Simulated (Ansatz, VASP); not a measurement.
Ba: VASP beside Ansatz

```
Ba
1.0
    -2.37570    2.37570    2.37570
     2.37570   -2.37570    2.37570
     2.37570    2.37570   -2.37570
Ba
1
Cartesian
  0.0000 0.0000 0.0000
```

Alike in both runs: task relaxation of cell and atoms; functional LDA; k mesh 12 × 12 × 12; occupations gaussian, width 0.1 eV; no spin polarisation.

|  | VASP | Ansatz |
| --- | --- | --- |
| version | VASP 6.6.1 | Ansatz 0.2.0 |
| potentials or method | VASP PAW LDA potentials, release 64 (Ba_sv), cutoff 600 eV | scalar-relativistic, plane waves, PAW |
| valence electrons in the cell | 10 | 10 |

Ansatz gave:

| Property | Result |
| --- | --- |
| gap on the k mesh at the Fermi level, each at its own relaxed structure (eV) | none |
| relaxed volume (Å³/atom) | 53.63 |
| relaxed length of the cell vector where the two differ most in proportion (Å) | 4.115 |

Task: Which values does VASP return?

Result: gap on the k mesh at the Fermi level, each at its own relaxed structure (eV): none; relaxed volume (Å³/atom): 54.07; relaxed length of the cell vector where the two differ most in proportion (Å): 4.126.

Ansatz warns that its potentials were made for another functional, while VASP's fit it. LDA's correlation is that of Perdew and Zunger in VASP and of Perdew and Wang (1992) in Ansatz. A gap of «none» marks a metal or a gap that the smearing closes.

Spin-orbit coupling is off throughout.
